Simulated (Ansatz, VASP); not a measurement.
# Zn4HO4 in VASP and in Ansatz

```
Zn O H
1.0
     5.60988    0.00000    0.00000
     0.00000    5.60988    0.00000
     0.00000    0.00000    3.27903
Zn O H
4 4 1
Direct
  0.18163 0.18163 0.50000
  0.81837 0.81837 0.50000
  0.68163 0.31837 0.00000
  0.31837 0.68163 0.00000
  0.81847 0.18153 0.50000
  0.18153 0.81847 0.50000
  0.68153 0.68153 0.00000
  0.31847 0.31847 0.00000
  0.99992 0.19337 0.50000
```

Alike in both runs: task single point; functional PBE; k mesh 4 × 4 × 8; occupations gaussian, width 0.05 eV; no spin polarisation.

```csv
,VASP,Ansatz
version,VASP 6.6.1,Ansatz 0.2.0
potentials or method,"VASP PAW PBE potentials, release 64 (Zn, O, H), cutoff 520 eV","scalar-relativistic, plane waves, PAW"
valence electrons in the cell,73,73
```

```tsv
	VASP	Ansatz	Ansatz less VASP
gap on the k mesh at the Fermi level (eV)	none	none	-
pressure (GPa)	23.8	22.1	-1.76
traceless stress, the component that is largest in VASP (GPa)	31.54	29.71	-1.833
rms of the force components (eV/Å)	7.036	6.654	-0.3817
```

Atom by atom the forces differ by 0.383 eV/Å (rms over components). A gap of «none» marks a metal or a gap that the smearing closes.
